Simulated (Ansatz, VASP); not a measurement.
## Two plane-wave programs on Na2S

Contents of INCAR:

```
PREC = Accurate
ENCUT = 500
EDIFF = 1E-6
ISMEAR = -1
SIGMA = 0.05
LREAL = False
LASPH = True
NELM = 120
ALGO = Normal
ISIF = 2
LWAVE = False
LCHARG = False
GGA = PE
NBANDS = 17
GGA_COMPAT = False
```

File KPOINTS:

```
Automatic mesh
0
Gamma
  7 7 7
```

The input POSCAR:

```
Na2S
1.0
    0.0000000000      3.2735000000      3.2735000000
    3.2735000000      0.0000000000      3.2735000000
    3.2735000000      3.2735000000      0.0000000000
S Na
1 2
Direct
    0.0000000000      0.0000000000      0.0000000000
    0.7500000000      0.7500000000      0.7500000000
    0.2500000000      0.2500000000      0.2500000000
```

The input input.yaml:

```yaml
crystal:
  lattice:
    - [0.0, 3.2735, 3.2735]
    - [3.2735, 0.0, 3.2735]
    - [3.2735, 3.2735, 0.0]
  atoms:
    - { symbol: S, position: [0.0, 0.0, 0.0] }
    - { symbol: Na, position: [0.75, 0.75, 0.75] }
    - { symbol: Na, position: [0.25, 0.25, 0.25] }
hamiltonian:
  xc: pbe
  pseudopotentials: { kind: paw }
kpoints:
  mp_grid: { grid: [7, 7, 7] }
  band_path:
    path:
      - [[0.0, 0.0, 0.0], [0.5, 0.0, 0.5], [0.5, 0.25, 0.75], [0.375, 0.375, 0.75], [0.0, 0.0, 0.0], [0.5, 0.5, 0.5], [0.625, 0.25, 0.625], [0.5, 0.25, 0.75], [0.5, 0.5, 0.5], [0.375, 0.375, 0.75]]
      - [[0.625, 0.25, 0.625], [0.5, 0.0, 0.5]]
    npoints: 14
scf:
  occupations: { method: fermi_dirac, width: 0.05 }
  n_extra_bands: 7
output:
  forces: true
  stress: true
  eigenvalues: true
  fatbands: true
  write_density: true
  write_potential: true
  elf: true
  volumetric_format: npy
```

Alike in both runs: functional PBE; k mesh 7 × 7 × 7; occupations fermi-dirac, width 0.05 eV; no spin polarisation.

|  | VASP | Ansatz |
| --- | --- | --- |
| version | VASP 6.6.1 | Ansatz 0.2.0 |
| potentials or method | VASP PAW PBE potentials, release 64 (S, Na_pv) | Ansatz PAW |
| plane-wave cutoff (eV) | 500 | 420 |
| valence electrons in the cell | 20 | 24 |
| task | single point | band structure |

```tsv
	VASP	Ansatz	Ansatz less VASP
gap on the k mesh at the Fermi level (eV)	2.48	2.48	+0.002
least direct gap on the mesh (eV)	2.48	2.48	+0.002
pressure (GPa)	0.3	0.3	-0.01
```

With one functional, cell and mesh, what is left measures potentials, basis and numerics. VASP's potentials hold 20 valence electrons a cell and Ansatz's 24, so a difference there can come from the potentials and not from the codes.
